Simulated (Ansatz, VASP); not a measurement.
# One calculation of SnTeCl2, two programs

```
CELL_PARAMETERS angstrom
4.01206 0.00000 0.00000
0.00000 4.01206 0.00000
0.00000 0.00000 8.28519
ATOMIC_POSITIONS crystal
Sn 0.00000 0.00000 0.00000
Te 0.50000 0.50000 0.00000
Cl 0.00000 0.00000 0.30584
Cl 0.00000 0.00000 0.69416
```

Alike in both runs: task single point; functional PBE; k mesh 4 × 4 × 2; occupations gaussian, width 0.1 eV; no spin polarisation.

|  | VASP | Ansatz |
| --- | --- | --- |
| version | VASP 6.6.1 | Ansatz 0.2.0 |
| potentials or method | VASP PAW PBE potentials, release 64 (Sn_d, Te, Cl), cutoff 520 eV | scalar-relativistic, plane waves, PAW |
| valence electrons in the cell | 34 | 44 |

|  | VASP | Ansatz | Ansatz less VASP |
| --- | --- | --- | --- |
| gap on the k mesh at the Fermi level (eV) | none | none | - |
| pressure (GPa) | 3.0 | 3.0 | +0.05 |
| traceless stress, the component that is largest in VASP (GPa) | -7.60 | -7.58 | +0.020 |
| rms of the force components (eV/Å) | 0.207 | 0.206 | -0.0007 |

Atom by atom the forces differ by 0.001 eV/Å (rms over components). A gap of «none» marks a metal or a gap that the smearing closes. VASP's potentials hold 34 valence electrons a cell and Ansatz's 44, so a difference there can come from the potentials and not from the codes.

The k mesh is coarse, so the values compare programs but aren't converged. Neither program's run includes spin-orbit coupling.
